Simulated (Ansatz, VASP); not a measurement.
# One calculation of Si2Mo, two programs

Contents of INCAR:

```
PREC = Accurate
ENCUT = 520
EDIFF = 1E-7
ISMEAR = 0
SIGMA = 0.15
LREAL = False
LASPH = True
NELM = 80
ALGO = Normal
ISIF = 2
LWAVE = False
LCHARG = True
GGA = PS
LELF = True
LVHAR = True
NBANDS = 56
```

File KPOINTS:

```
Automatic mesh
0
Gamma
  15 15 3
```

File POSCAR:

```
Si2Mo
1.0
   -3.1900701689      0.0000000000      0.0000000000
    0.0000000000     -3.1900701689      0.0000000000
    0.0000000000      0.0000000000     20.1427680287
Si Mo
8 4
Direct
    0.0000000000      0.0000000000      0.7445833903
    0.5000000000      0.5000000000      0.5504347012
    0.0000000000      0.0000000000      0.3562860121
    0.5000000000      0.5000000000      0.1621373231
    0.0000000000      0.0000000000      0.0960804334
    0.5000000000      0.5000000000      0.6785265006
    0.0000000000      0.0000000000      0.4843778116
    0.5000000000      0.5000000000      0.2902291225
    0.5000000000      0.5000000000      0.4203319119
    1.0000000000      1.0000000000      0.2261832228
    0.5000000000      0.5000000000      0.0320345337
    1.0000000000      1.0000000000      0.6144806009
```

Input for Ansatz:

```yaml
crystal:
  lattice:
    - [-3.1900701689, 0.0, 0.0]
    - [0.0, -3.1900701689, 0.0]
    - [0.0, 0.0, 20.1427680287]
  atoms:
    - { symbol: Si, position: [0.0, 0.0, 0.7445833903] }
    - { symbol: Si, position: [0.5, 0.5, 0.5504347012] }
    - { symbol: Si, position: [0.0, 0.0, 0.3562860121] }
    - { symbol: Si, position: [0.5, 0.5, 0.1621373231] }
    - { symbol: Si, position: [0.0, 0.0, 0.0960804334] }
    - { symbol: Si, position: [0.5, 0.5, 0.6785265006] }
    - { symbol: Si, position: [0.0, 0.0, 0.4843778116] }
    - { symbol: Si, position: [0.5, 0.5, 0.2902291225] }
    - { symbol: Mo, position: [0.5, 0.5, 0.4203319119] }
    - { symbol: Mo, position: [1.0, 1.0, 0.2261832228] }
    - { symbol: Mo, position: [0.5, 0.5, 0.0320345337] }
    - { symbol: Mo, position: [1.0, 1.0, 0.6144806009] }
basis:
  ecutwfc: 420
kpoints:
  mp_grid: { grid: [15, 15, 3] }
hamiltonian:
  xc: pbesol
scf:
  occupations: { method: gaussian, width: 0.15 }
output:
  forces: true
  stress: true
  eigenvalues: true
```

Alike in both runs: task single point; functional PBEsol; k mesh 15 × 15 × 3; occupations gaussian, width 0.15 eV; no spin polarisation.

|  | VASP | Ansatz |
| --- | --- | --- |
| version | VASP 6.6.1 | Ansatz 0.2.0 |
| potentials or method | VASP PAW PBE potentials, release 64 (Si, Mo_sv), cutoff 520 eV | scalar-relativistic, plane waves, PAW |
| valence electrons in the cell | 88 | 88 |

Ansatz gave:

* gap on the k mesh at the Fermi level (eV): none
* pressure (GPa): -3.2
* traceless stress, the component that is largest in VASP (GPa): 2.38
* rms of the force components (eV/Å): 0.376

Q: Which values does VASP return?

A: gap on the k mesh at the Fermi level (eV): none; pressure (GPa): -3.0; traceless stress, the component that is largest in VASP (GPa): 2.37; rms of the force components (eV/Å): 0.374.

VASP's potentials were made for PBE, not for PBEsol. Atom by atom the forces differ by 0.006 eV/Å (rms over components). A gap of «none» marks a metal or a gap that the smearing closes.
